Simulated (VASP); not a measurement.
# C in VASP: further runs

The runs below take C through single point, with PBEsol.

All numbers are computed with VASP 6.6.1; they aren't measurements. Logs are shortened: lines on timing, memory, paths and dates and some standing lists are left out, and cuts for length are marked.

**1. The cell of the first run**

The cell holds a slab with vacuum, 18 atoms: a = 7.398 Å, b = 7.398 Å, c = 12.000 Å, α = 90.00°, β = 90.00°, γ = 120.00°.

**2. Single point, PBEsol**

File INCAR:

```
SYSTEM = C
PREC = Accurate
ENCUT = 520
EDIFF = 1E-6
ISMEAR = -1
SIGMA = 0.02
LREAL = Auto
LASPH = .TRUE.
NELM = 60
ALGO = Normal
ISIF = 2
LWAVE = .FALSE.
LCHARG = .FALSE.
GGA = PS
NBANDS = 51
```

File KPOINTS:

```
Automatic mesh
0
G
  2 2 1
  0 0 0
```

File POSCAR:

```
C
1.0
    7.3980000363      0.0000000000      0.0000000000
   -3.6990000181      6.4068559686      0.0000000000
    0.0000000000      0.0000000000     12.0000000000
C
18
Direct
    0.0000000000      0.0000000000      0.0833333333
    0.2222222222      0.1111111111      0.0833333333
    0.0000000000      0.3333333333      0.0833333333
    0.2222222222      0.4444444444      0.0833333333
    0.0000000000      0.6666666667      0.0833333333
    0.2222222222      0.7777777778      0.0833333333
    0.3333333333      0.0000000000      0.0833333333
    0.5555555556      0.1111111111      0.0833333333
    0.3333333333      0.3333333333      0.0833333333
    0.5555555556      0.4444444444      0.0833333333
    0.3333333333      0.6666666667      0.0833333333
    0.5555555556      0.7777777778      0.0833333333
    0.6666666667      0.0000000000      0.0833333333
    0.8888888889      0.1111111111      0.0833333333
    0.6666666667      0.3333333333      0.0833333333
    0.8888888889      0.4444444444      0.0833333333
    0.6666666667      0.6666666667      0.0833333333
    0.8888888889      0.7777777778      0.0833333333
```

Potentials or basis: VASP PAW PBE potentials, release 64 (C).

On the command line:

```bash
cat potpaw_PBE.64/C/POTCAR > POTCAR
mpirun -np 1 vasp_std > vasp.out
```

OUTCAR:

```text
SYSTEM = C
   PREC = Accurate
   ENCUT = 520
   EDIFF = 1E-6
   ISMEAR = -1
   LREAL = Auto
   LASPH = .TRUE.
   NELM = 60
   ISIF = 2
   GGA = PS

 ion  position               nearest neighbor table
   1  0.000  0.000  0.083-  18 1.42  14 1.42   2 1.42
   2  0.222  0.111  0.083-   9 1.42   7 1.42   1 1.42
   3  0.000  0.333  0.083-  14 1.42  16 1.42   4 1.42
   4  0.222  0.444  0.083-   9 1.42   3 1.42  11 1.42
   5  0.000  0.667  0.083-  18 1.42   6 1.42  16 1.42
   6  0.222  0.778  0.083-   7 1.42  11 1.42   5 1.42
[... 10 lines left out ...]
  17  0.667  0.667  0.083-  12 1.42  18 1.42  10 1.42
  18  0.889  0.778  0.083-   1 1.42   5 1.42  17 1.42

  LATTYP: Found a hexagonal cell.
 ALAT       =     7.3980000363
 C/A-ratio  =     1.6220600083

  Lattice vectors:

 A1 = (   7.3980000363,   0.0000000000,   0.0000000000)
 A2 = (  -3.6990000181,   6.4068559686,   0.0000000000)
 A3 = (   0.0000000000,   0.0000000000,  12.0000000000)

Analysis of symmetry for initial positions (statically):
=====================================================================
 Subroutine PRICEL returns following result:

  LATTYP: Found a hexagonal cell.
 ALAT       =     2.4660000119
 C/A-ratio  =     4.8661800253

  Lattice vectors:

 A1 = (   2.4660000119,   0.0000000000,   0.0000000000)
 A2 = (  -1.2330000059,   2.1356186560,   0.0000000000)
 A3 = (   0.0000000000,   0.0000000000,  12.0000000000)

   9 primitive cells build up your supercell.

 Routine SETGRP: Setting up the symmetry group for a
 hexagonal supercell.

 Subroutine GETGRP returns: Found 24 space group operations
 (whereof  6 operations were pure point group operations)
 out of a pool of 24 trial point group operations.

The static configuration has the point symmetry C_3v.
 The point group associated with its full space group is D_6h.

Analysis of symmetry for dynamics (positions and initial velocities):
=====================================================================
 Subroutine PRICEL returns following result:

  LATTYP: Found a hexagonal cell.
 ALAT       =     2.4660000119
 C/A-ratio  =     4.8661800253

  Lattice vectors:

 A1 = (   2.4660000119,   0.0000000000,   0.0000000000)
 A2 = (  -1.2330000059,   2.1356186560,   0.0000000000)
 A3 = (   0.0000000000,   0.0000000000,  12.0000000000)

   9 primitive cells build up your supercell.

 Routine SETGRP: Setting up the symmetry group for a
 hexagonal supercell.

 Subroutine GETGRP returns: Found 24 space group operations
 (whereof  6 operations were pure point group operations)
 out of a pool of 24 trial point group operations.

The dynamic configuration has the point symmetry C_3v.
 The point group associated with its full space group is D_6h.

 Subroutine INISYM returns: Found 24 space group operations
 (whereof  6 operations are pure point group operations),
 and found     9 'primitive' translations

----------------------------------------------------------------------------------------

                                     Primitive cell

  volume of cell :      63.1972

  direct lattice vectors                    reciprocal lattice vectors
     2.466000012  0.000000000  0.000000000     0.405515002  0.234124196  0.000000000
    -1.233000006  2.135618656  0.000000000     0.000000000  0.468248391  0.000000000
     0.000000000  0.000000000 12.000000000     0.000000000  0.000000000  0.083333333

  length of vectors
     2.466000012  2.466000012 12.000000000     0.468248391  0.468248391  0.083333333

  position of ions in fractional coordinates (direct lattice)
     0.000000000  0.000000000  0.083333333
     0.666666667  0.333333333  0.083333333

  ion indices of the primitive-cell ions
   primitive index   ion index
                 1           1
                 2          14

----------------------------------------------------------------------------------------

 KPOINTS: Automatic mesh

Automatic generation of k-mesh.
 Grid dimensions read from file:
 generate k-points for:    2    2    1

 Generating k-lattice:

  Cartesian coordinates                     Fractional coordinates (reciprocal lattice)
     0.067585834  0.039020699  0.000000000     0.500000000 -0.000000000  0.000000000
     0.000000000  0.078041399  0.000000000     0.000000000  0.500000000  0.000000000
     0.000000000  0.000000000  0.083333333     0.000000000  0.000000000  1.000000000

  Length of vectors
     0.078041399  0.078041399  0.083333333

  Shift w.r.t. Gamma in fractional coordinates (k-lattice)
     0.000000000  0.000000000  0.000000000

 Subroutine IBZKPT returns following result:
 ===========================================

 Found      2 irreducible k-points:

 Following reciprocal coordinates:
            Coordinates               Weight
  0.000000  0.000000  0.000000      1.000000
  0.500000  0.000000  0.000000      3.000000
   k-points           NKPTS =      2   k-points in BZ     NKDIM =      2   number of bands    NBANDS=     51
   number of dos      NEDOS =    301   number of ions     NIONS =     18
   total plane-waves  NPLWV = 282240
   dimension x,y,z NGX =    56 NGY =   56 NGZ =   90
   dimension x,y,z NGXF=   112 NGYF=  112 NGZF=  180
   ions per type =              18
   NGX,Y,Z   is equivalent  to a cutoff of  12.58, 12.58, 12.47 a.u.
   NGXF,Y,Z  is equivalent  to a cutoff of  25.17, 25.17, 24.94 a.u.
 SYSTEM =  C
   PREC   = accura    normal or accurate (medium, high low for compatibility)
   ISTART =      0    job   : 0-new  1-cont  2-samecut
   ICHARG =      2    charge: 1-file 2-atom 10-const
   ISPIN  =      1    spin polarized calculation?
   LNONCOLLINEAR =      F non collinear calculations
   LSORBIT =      F    spin-orbit coupling
   LASPH  =      T    aspherical Exc in radial PAW
   ENCUT  =  520.0 eV  38.22 Ry    6.18 a.u.  13.76 13.76 22.31*2*pi/ulx,y,z
   NELM   =     60;   NELMIN=  2; NELMDL= -5     # of ELM steps
   EDIFF  = 0.1E-05   stopping-criterion for ELM
   LREAL  =      T    real-space projection
   EDIFFG = 0.1E-04   stopping-criterion for IOM
   NSW    =      0    number of steps for IOM
   IBRION =     -1    ionic relax: 0-MD 1-quasi-New 2-CG
   NFREE  =      0    steps in history (QN), initial steepest desc. (CG)
   ISIF   =      2    stress and relaxation
   ISYM   =      2    0-nonsym 1-usesym 2-fastsym
   POTIM  = 0.5000    time-step for ionic-motion
   TEBEG  =    0.0;   TEEND  =   0.0 temperature during run
   PSTRESS=    0.0 pullay stress
   NELECT =      72.0000    total number of electrons
   NUPDOWN=      -1.0000    fix difference up-down
   EMIN   =  10.00;   EMAX   =-10.00  energy-range for DOS
   EFERMI =   0.00;   METHOD = LEGACY
   ISMEAR =    -1;   SIGMA  =   0.02  broadening in eV -4-tet -1-fermi 0-gaus
   EFERMI_NEDOS =   21; number of points for ismear=-14 and -15
   IALGO  =     38    algorithm
   IMIX   =      4    mixing-type and parameters
     AMIX     =   0.40;   BMIX     =  1.00
     AMIX_MAG =   1.60;   BMIX_MAG =  1.00
  volume/ion in A,a.u.               =      31.60       213.24
  Fermi-wavevector in a.u.,A,eV,Ry     =   0.822001  1.553356  9.193253  0.675685
  Thomas-Fermi vector in A             =   1.933259
   LORBIT       =      0    0 simple, 1 ext, 2 COOP (PROOUT), +10 PAW based schemes
   GGA     = PS    functional components
   LHFCALC =     F    Hartree Fock is set to
   AEXX    =    0.0000 exact exchange contribution
   IVDW    =     0    specifies the selected vdW correction
   LEPSILON=     F    determine dielectric tensor
   LRPA    =     F    only Hartree local field effects (RPA)
 non-spin polarized calculation
  energy-cutoff  :      520.00
  volume of cell :      568.78
 maximum number of plane-waves:     15363
 NGX is ok and might be reduce to    56
   NGX = 27   NGY = 27   NGZ = 45

 number of electron      72.0000001 magnetization

 Free energy of the ion-electron system (eV)
  ---------------------------------------------------
  ext. energy  EPLUGINS =         0.00000000
  ---------------------------------------------------
  free energy    TOTEN  =      -173.07251753 eV

  energy without entropy =     -173.04479165  energy(sigma->0) =     -173.05865459

 E-fermi :  -1.8168     XC(G=0):  -3.5617

 val. band max:       -1.8168401115   @ k =   0.0000   0.0000   0.0000
 cond. band min:      -1.8168394624   @ k =   0.0000   0.0000   0.0000
 fundamental gap:      0.0000006491
 Fermi energy:        -1.8168398639

 k-point     1 :       0.0000    0.0000    0.0000
  band No.  band energies     occupation
      1     -21.3011      2.00000
      2     -18.7139      2.00000
      3     -18.7139      2.00000
      4     -18.7139      2.00000
      5     -18.7138      2.00000
      6     -18.7138      2.00000
[... 40 lines left out ...]
     47       3.4796      0.00000
     48       5.0716      0.00000

 k-point     2 :       0.5000    0.0000    0.0000
  band No.  band energies     occupation
      1     -20.6463      2.00000
      2     -20.6463      2.00000
      3     -19.3526      2.00000
      4     -19.3526      2.00000
      5     -16.8616      2.00000
      6     -16.8616      2.00000
[... 40 lines left out ...]
     47       4.2003      0.00000
     48       4.3749      0.00000
 [bands above 48 left out]

------------------------ aborting loop because EDIFF is reached ----------------------------------------

  FORCE on cell =-STRESS in cart. coord.  units (eV):
  Direction    XX          YY          ZZ          XY          YZ          ZX
  --------------------------------------------------------------------------------------
  -------------------------------------------------------------------------------------
  Total       -2.0515073     -2.0515073     -0.0831996     -0.0000000     -0.0000000     -0.0000000
  in kB       -5.7788726     -5.7788726     -0.2343642     -0.0000000     -0.0000000     -0.0000000
  external PRESSURE =      -3.9307032 kB  Pullay stress =       0.0000000 kB

 VOLUME and BASIS-vectors are now :
 -----------------------------------------------------------------------------
  energy-cutoff  :      520.00
  volume of cell :      568.78
      direct lattice vectors                 reciprocal lattice vectors
     7.398000036  0.000000000  0.000000000     0.135171667  0.078041399  0.000000000
    -3.699000018  6.406855969  0.000000000     0.000000000  0.156082797  0.000000000
     0.000000000  0.000000000 12.000000000     0.000000000  0.000000000  0.083333333

 POSITION                                       TOTAL-FORCE (eV/Angst)
 -----------------------------------------------------------------------------------
      0.00000      0.00000      1.00000         0.000000      0.000000     -0.000000
      1.23300      0.71187      1.00000        -0.000000     -0.000000      0.000000
     -1.23300      2.13562      1.00000         0.000000      0.000000      0.000000
      0.00000      2.84749      1.00000        -0.000000     -0.000000      0.000000
     -2.46600      4.27124      1.00000         0.000000      0.000000     -0.000000
     -1.23300      4.98311      1.00000        -0.000000     -0.000000     -0.000000
[... 10 lines left out ...]
      2.46600      4.27124      1.00000         0.000000      0.000000      0.000000
      3.69900      4.98311      1.00000        -0.000000     -0.000000      0.000000
 -----------------------------------------------------------------------------------
    total drift:                               -0.000000      0.000000     -0.000000

  FREE ENERGIE OF THE ION-ELECTRON SYSTEM (eV)
  ---------------------------------------------------
  free  energy   TOTEN  =      -173.0725175344 eV

  energy  without entropy=     -173.0447916472  energy(sigma->0) =     -173.05865459
```

Run time: 66 s. Hardware: 1 thread of Intel Xeon 6975P-C (Granite Rapids), shared host; peak memory 0.55 GiB.

What came out:

| Item | Value |
| --- | --- |
| Free energy | -173.0725 eV |
| Band gap on the k mesh | zero (filled and empty bands touch) |

Caveat: the k points lie up to 0.49 Å⁻¹ apart; there is no dipole correction, which matters where the two faces differ; the PAW data sets were made with another functional, which shifts forces and pressure a little.

(Part 1 of 2 ends here.)
